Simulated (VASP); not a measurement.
Write the native input for VASP 6.6.1 that does the following.

* Task: single point
* Functional: LDA
* Potentials or basis: VASP PAW LDA potentials, release 64 (Pd, Au)
* Cutoff: 520 eV
* k mesh: 5 × 5 × 5
* Occupations: fermi-dirac, width 0.1 eV
* Spin: no spin polarisation
* Dipole correction: no
* Further INCAR settings: ALGO = Normal; EDIFF = 1e-07; NBANDS = 30

The structure of PdAu3 lies in POSCAR:

```
PdAu3
1.0
    4.0710825900      0.0000000000      0.0000000000
    0.0000000000      4.0710825900      0.0000000000
    0.0000000000      0.0000000000      4.0710825900
Pd Au
1 3
Direct
    0.0000000000      0.0000000000      0.0000000000
    0.0000000000      0.5000000000      0.5000000000
    0.5000000000      0.0000000000      0.5000000000
    0.5000000000      0.5000000000      0.0000000000
```

One way to write it, as run:

INCAR

```
SYSTEM = PdAu3
ALGO = Normal
EDIFF = 1E-7
ENCUT = 520
GGA = CA
ISIF = 2
ISMEAR = -1
LASPH = .TRUE.
LCHARG = .FALSE.
LREAL = .FALSE.
LWAVE = .FALSE.
NBANDS = 30
NELM = 80
PREC = Accurate
SIGMA = 0.1
```

KPOINTS

```
k-points
0
G
  5 5 5
  0 0 0
```

Potentials or basis: VASP PAW LDA potentials, release 64 (Pd, Au).

Run with:

```console
$ cat potpaw_LDA.64/Pd/POTCAR potpaw_LDA.64/Au/POTCAR > POTCAR
$ mpirun -np 1 vasp_std > vasp.out
```

Results of the run:

```json
{
  "Pressure": "-10.0 GPa"
}
```

It took 15 s on 1 thread of AMD EPYC 7R43 64-Core Processor (Zen 3), with other jobs on the host, peak memory 0.12 GiB.
